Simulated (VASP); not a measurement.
# Co (P6_3/mmc) in VASP: notebook

Runs on Co. Level: PBE. Tasks: single point.

All numbers are computed with VASP 6.6.1; they aren't measurements. Logs are shortened: lines on timing, memory, paths and dates and some standing lists are left out, and cuts for length are marked.

### 1 The cell of the first run

It takes space group P6_3/mmc (No. 194, hexagonal). Conventional cell: a = 2.507 Å, b = 2.507 Å, c = 4.070 Å, α = 90.00°, β = 90.00°, γ = 120.00°. Within 3.3 Å of Co (site symmetry -6m2) lie 12 Co at 2.50 to 2.51 Å.

### 2 Single point, PBE, collinear spin, ferromagnetic start

POSCAR

```
Co
1.0
    2.5074000000      0.0000000000      0.0000000000
   -1.2537000000      2.1714720974      0.0000000000
    0.0000000000      0.0000000000      4.0699000000
Co
2
Direct
    0.3333333333      0.6666666667      0.2500000000
    0.6666666667      0.3333333333      0.7500000000
```

INCAR.step1

```
SYSTEM = Co
PREC = Accurate
ENCUT = 520
EDIFF = 1E-6
ISMEAR = -1
SIGMA = 0.08
LREAL = .FALSE.
LASPH = .TRUE.
NELM = 200
ALGO = Normal
ISIF = 2
LWAVE = .FALSE.
LCHARG = .TRUE.
ISPIN = 2
MAGMOM = 2 2
LMAXMIX = 4
GGA = PE
NBANDS = 20
GGA_COMPAT = .FALSE.
NEDOS = 2001
LORBIT = 11
```

KPOINTS.step1

```
regular mesh
0
G
  15 15 8
  0 0 0
```

INCAR.step2

```
SYSTEM = Co
PREC = Accurate
ENCUT = 520
EDIFF = 1E-6
ISMEAR = -5
SIGMA = 0.08
LREAL = .FALSE.
LASPH = .TRUE.
NELM = 200
ALGO = Normal
ISIF = 2
LWAVE = .FALSE.
LCHARG = .FALSE.
ISPIN = 2
MAGMOM = 2 2
LORBIT = 11
LMAXMIX = 4
GGA = PE
NBANDS = 20
NEDOS = 2001
ICHARG = 11
GGA_COMPAT = .FALSE.
```

KPOINTS.step2

```
regular mesh
0
G
  23 23 12
  0 0 0
```

Potentials or basis: VASP PAW PBE potentials, release 64 (Co).

On the command line:

```console
> cat potpaw_PBE.64/Co/POTCAR > POTCAR
> cp INCAR.step1 INCAR
> cp KPOINTS.step1 KPOINTS
> mpirun -np 1 vasp_std > vasp.out
> cp INCAR.step2 INCAR
> cp KPOINTS.step2 KPOINTS
> mpirun -np 1 vasp_std > vasp.out
```

OUTCAR:

```text
SYSTEM = Co
   PREC = Accurate
   ENCUT = 520
   EDIFF = 1E-6
   ISMEAR = -5
   LREAL = .FALSE.
   LASPH = .TRUE.
   NELM = 200
   ISIF = 2
   ISPIN = 2
   LORBIT = 11
   GGA = PE
   ICHARG = 11

 ion  position               nearest neighbor table
   1  0.333  0.667  0.250-   2 2.50   2 2.50   2 2.50   2 2.50   2 2.50   2 2.50
   2  0.667  0.333  0.750-   1 2.50   1 2.50   1 2.50   1 2.50   1 2.50   1 2.50

  LATTYP: Found a hexagonal cell.
 ALAT       =     2.5074000000
 C/A-ratio  =     1.6231554598

  Lattice vectors:

 A1 = (   2.5074000000,   0.0000000000,   0.0000000000)
 A2 = (  -1.2537000000,   2.1714720974,   0.0000000000)
 A3 = (   0.0000000000,   0.0000000000,   4.0699000000)

Analysis of symmetry for initial positions (statically):
=====================================================================
 Subroutine PRICEL returns:
 Original cell was already a primitive cell.

 Routine SETGRP: Setting up the symmetry group for a
 hexagonal supercell.

 Subroutine GETGRP returns: Found 24 space group operations
 (whereof 12 operations were pure point group operations)
 out of a pool of 24 trial point group operations.

The static configuration has the point symmetry D_3d.
 The point group associated with its full space group is D_6h.

Analysis of symmetry for dynamics (positions and initial velocities):
=====================================================================
 Subroutine PRICEL returns:
 Original cell was already a primitive cell.

 Routine SETGRP: Setting up the symmetry group for a
 hexagonal supercell.

 Subroutine GETGRP returns: Found 24 space group operations
 (whereof 12 operations were pure point group operations)
 out of a pool of 24 trial point group operations.

The dynamic configuration has the point symmetry D_3d.
 The point group associated with its full space group is D_6h.

Analysis of structural, dynamic, and magnetic symmetry:
=====================================================================
 Subroutine PRICEL returns:
 Original cell was already a primitive cell.

 Routine SETGRP: Setting up the symmetry group for a
 hexagonal supercell.

 Subroutine GETGRP returns: Found 24 space group operations
 (whereof 12 operations were pure point group operations)
 out of a pool of 24 trial point group operations.

The overall configuration has the point symmetry D_3d.
 The point group associated with its full space group is D_6h.

 Subroutine INISYM returns: Found 24 space group operations
 (whereof 12 operations are pure point group operations),
 and found     1 'primitive' translations

[... 112 lines left out ...]
   EFERMI_NEDOS =   21; number of points for ismear=-14 and -15
   IALGO  =     38    algorithm
   IMIX   =      4    mixing-type and parameters
     AMIX     =   0.40;   BMIX     =  1.00
     AMIX_MAG =   1.60;   BMIX_MAG =  1.00
  volume/ion in A,a.u.               =      11.08        74.77
  Fermi-wavevector in a.u.,A,eV,Ry     =   1.527490  2.886538 31.745475  2.333227
  Thomas-Fermi vector in A             =   2.635379
   LORBIT       =     11    0 simple, 1 ext, 2 COOP (PROOUT), +10 PAW based schemes
   GGA     = PE    functional components
   LHFCALC =     F    Hartree Fock is set to
   AEXX    =    0.0000 exact exchange contribution
   IVDW    =     0    specifies the selected vdW correction
   LEPSILON=     F    determine dielectric tensor
   LRPA    =     F    only Hartree local field effects (RPA)
 spin polarized calculation
 Fermi weights with tetrahedron method with Bloechl corrections
  energy-cutoff  :      520.00
  volume of cell :       22.16
 maximum number of plane-waves:       612
 NGX is ok and might be reduce to    20

 number of electron      18.0000002 magnetization       3.2629875

 Free energy of the ion-electron system (eV)
  ---------------------------------------------------
  ext. energy  EPLUGINS =         0.00000000
  ---------------------------------------------------
  free energy    TOTEN  =       -14.06224034 eV

  energy without entropy =      -14.06224034  energy(sigma->0) =      -14.06224034

 E-fermi :   9.9705     XC(G=0): -13.2809

 val. band max:       10.0829296863   @ k =   0.3478   0.0000   0.5000
 cond. band min:       9.9114677267   @ k =   0.1739   0.1739   0.5000
 fundamental gap:     -0.1714619595
 Fermi energy:         9.9704727950

 spin component 1

 k-point     1 :       0.0000    0.0000    0.0000
  band No.  band energies     occupation
      1       1.1759      1.00000
      2       4.9247      1.00000
      3       7.3590      1.00000
      4       7.3979      1.00000
      5       7.3979      1.00000
      6       7.6941      1.00000
[... 541 lines left out ...]
     19      34.8771      0.00000
     20      37.7300      0.00000

 [... further k-points ...]

 spin component 2

 k-point     1 :       0.0000    0.0000    0.0000
  band No.  band energies     occupation
      1       1.1694      1.00000
      2       5.8736      1.00000
      3       9.0011      1.00000
      4       9.0549      1.00000
      5       9.0549      1.00000
      6       9.4039      1.00000
[... 541 lines left out ...]
     19      34.9240      0.00000
     20      37.9032      0.00000

 [... further k-points ...]
[... 5 lines left out ...]
  --------------------------------------------------------------------------------------
  -------------------------------------------------------------------------------------
  Total       -0.7361472     -0.7361472     -0.9313007      0.0000000     -0.0000000      0.0000000
  in kB      -53.2247521    -53.2247521    -67.3346925      0.0000000     -0.0000000      0.0000000
  external PRESSURE =     -57.9280656 kB  Pullay stress =       0.0000000 kB

 VOLUME and BASIS-vectors are now :
 -----------------------------------------------------------------------------
  energy-cutoff  :      520.00
  volume of cell :       22.16
      direct lattice vectors                 reciprocal lattice vectors
     2.507400000  0.000000000  0.000000000     0.398819494  0.230258542  0.000000000
    -1.253700000  2.171472097  0.000000000     0.000000000  0.460517085  0.000000000
     0.000000000  0.000000000  4.069900000     0.000000000  0.000000000  0.245706283

 POSITION                                       TOTAL-FORCE (eV/Angst)
 -----------------------------------------------------------------------------------
     -0.00000      1.44765      1.01747         0.000000      0.000000      0.000000
      1.25370      0.72382      3.05242        -0.000000      0.000000      0.000000
 -----------------------------------------------------------------------------------
    total drift:                                0.000000      0.000000     -0.000000

  FREE ENERGIE OF THE ION-ELECTRON SYSTEM (eV)
  ---------------------------------------------------
  free  energy   TOTEN  =       -14.0622403358 eV

  energy  without entropy=      -14.0622403358  energy(sigma->0) =      -14.06224034

 total charge

# of ion       s       p       d       tot
------------------------------------------
    1        0.480   0.503   7.250   8.233
    2        0.480   0.503   7.250   8.233
--------------------------------------------------
tot          0.959   1.007  14.499  16.465

 magnetization (x)

# of ion       s       p       d       tot
------------------------------------------
    1       -0.015  -0.055   1.710   1.640
    2       -0.015  -0.055   1.710   1.640
--------------------------------------------------
tot         -0.030  -0.111   3.421   3.280
```

OUTCAR.step1:

```text
SYSTEM = Co
   PREC = Accurate
   ENCUT = 520
   EDIFF = 1E-6
   ISMEAR = -1
   LREAL = .FALSE.
   LASPH = .TRUE.
   NELM = 200
   ISIF = 2
   ISPIN = 2
   GGA = PE
   LORBIT = 11

[... 1357 lines left out ...]

# of ion       s       p       d       tot
------------------------------------------
    1        0.480   0.503   7.249   8.233
    2        0.480   0.503   7.249   8.233
--------------------------------------------------
tot          0.961   1.007  14.498  16.465

 magnetization (x)

# of ion       s       p       d       tot
------------------------------------------
    1       -0.014  -0.053   1.722   1.655
    2       -0.014  -0.053   1.722   1.655
--------------------------------------------------
tot         -0.028  -0.106   3.444   3.310
```

OSZICAR.step1:

```text
N       E                     dE             d eps       ncg     rms          rms(c)
DAV:   1     0.855689586840E+02    0.85569E+02   -0.82367E+03 11288   0.123E+03
DAV:   2    -0.116826847445E+02   -0.97252E+02   -0.87667E+02 10924   0.216E+02
DAV:   3    -0.161068541416E+02   -0.44242E+01   -0.42223E+01 12384   0.559E+01
DAV:   4    -0.161728301572E+02   -0.65976E-01   -0.65925E-01 13184   0.600E+00
DAV:   5    -0.161747785332E+02   -0.19484E-02   -0.19483E-02 12476   0.987E-01    0.146E+01
DAV:   6    -0.145492458498E+02    0.16255E+01   -0.77652E+00 12204   0.566E+01    0.719E+00
DAV:   7    -0.141173797879E+02    0.43187E+00   -0.12419E+00 12520   0.208E+01    0.377E+00
DAV:   8    -0.140992784083E+02    0.18101E-01   -0.16626E-02 14028   0.123E+00    0.170E+00
DAV:   9    -0.140846081029E+02    0.14670E-01   -0.32890E-03 17140   0.101E+00    0.469E-01
DAV:  10    -0.140843415984E+02    0.26650E-03   -0.56800E-04 14064   0.293E-01    0.159E-01
DAV:  11    -0.140842497079E+02    0.91890E-04   -0.10428E-04 16040   0.149E-01    0.289E-02
DAV:  12    -0.140842483264E+02    0.13815E-05   -0.90052E-06 11604   0.279E-02    0.162E-02
DAV:  13    -0.140842479445E+02    0.38193E-06   -0.15212E-06  9824   0.147E-02
   1 F= -.14084248E+02 E0= -.14065302E+02  d E =-.378917E-01  mag=     3.2630
```

Run time: 3.3 min. Hardware: 1 thread of AMD EPYC 7R13, shared host; peak memory 0.33 GiB.

Results:

* Net moment: 3.26 μB per cell
* Site moments: Co +1.64 μB
* Valence electrons inside the program's atomic spheres: Co 8.23

Caveat: tetrahedron occupations give inexact forces and stress in metals.

### 3 Single point, PBE, collinear spin, ferromagnetic start

POSCAR is that of step 2.

INCAR.step1

```
  PREC = Accurate
  ENCUT = 520
  EDIFF = 1E-6
  ISMEAR = -1
  SIGMA = 0.08
  LREAL = False
  LASPH = True
  NELM = 200
  ALGO = Normal
  ISIF = 2
  LWAVE = False
  LCHARG = True
  ISPIN = 2
  MAGMOM = 1.7 1.7
  LMAXMIX = 4
  GGA = PE
  NBANDS = 20
  GGA_COMPAT = False
  NEDOS = 2001
  LORBIT = 11
```

KPOINTS.step1

```
regular mesh
0
Gamma
  15 15 8
```

INCAR.step2

```
  PREC = Accurate
  ENCUT = 520
  EDIFF = 1E-6
  ISMEAR = -5
  SIGMA = 0.08
  LREAL = False
  LASPH = True
  NELM = 200
  ALGO = Normal
  ISIF = 2
  LWAVE = False
  LCHARG = False
  ISPIN = 2
  MAGMOM = 1.7 1.7
  LORBIT = 10
  LMAXMIX = 4
  GGA = PE
  NBANDS = 20
  NEDOS = 1001
  ICHARG = 11
  GGA_COMPAT = False
```

KPOINTS.step2

```
regular mesh
0
Gamma
  23 23 12
```

Potentials or basis: VASP PAW PBE potentials, release 64 (Co).

On the command line:

```console
> cat potpaw_PBE.64/Co/POTCAR > POTCAR
> cp INCAR.step1 INCAR
> cp KPOINTS.step1 KPOINTS
> mpirun -np 1 vasp_std > vasp.out
> cp INCAR.step2 INCAR
> cp KPOINTS.step2 KPOINTS
> mpirun -np 1 vasp_std > vasp.out
```

It took 3.2 min on 1 thread of AMD EPYC 7R13, shared host; peak memory 0.33 GiB.

Results (log left out):

| Property | Result |
| --- | --- |
| Net moment | 3.26 μB per cell |
| Site moments | Co +1.64 μB |
| Valence electrons inside the program's atomic spheres | Co 8.23 |

Levels at points of the mesh, in eV from the Fermi level:
Spin up:
```tsv
k point	band 7	band 8	band 9	band 10	band 11	band 12	band 13	band 14	band 15	band 16
(0.00, 0.00, 0.00)	-2.28	-1.93	-1.93	-0.88	-0.88	-0.11	6.10	21.84	24.22	24.22
(0.00, 0.00, 0.50)	-2.64	-2.64	-1.18	-1.18	-1.18	-1.18	14.68	14.68	22.54	22.54
```
Spin down:
| k point | band 3 | band 4 | band 5 | band 6 | band 7 | band 8 | band 9 | band 10 | band 11 | band 12 |
| --- | --- | --- | --- | --- | --- | --- | --- | --- | --- | --- |
| (0.00, 0.00, 0.00) | -0.97 | -0.92 | -0.92 | -0.57 | -0.57 | -0.18 | -0.14 | -0.14 | 1.03 | 1.03 |
| (0.00, 0.00, 0.50) | -1.50 | -1.50 | -0.97 | -0.97 | -0.97 | -0.97 | 0.70 | 0.70 | 0.70 | 0.70 |

Caveat: tetrahedron occupations give inexact forces and stress in metals.
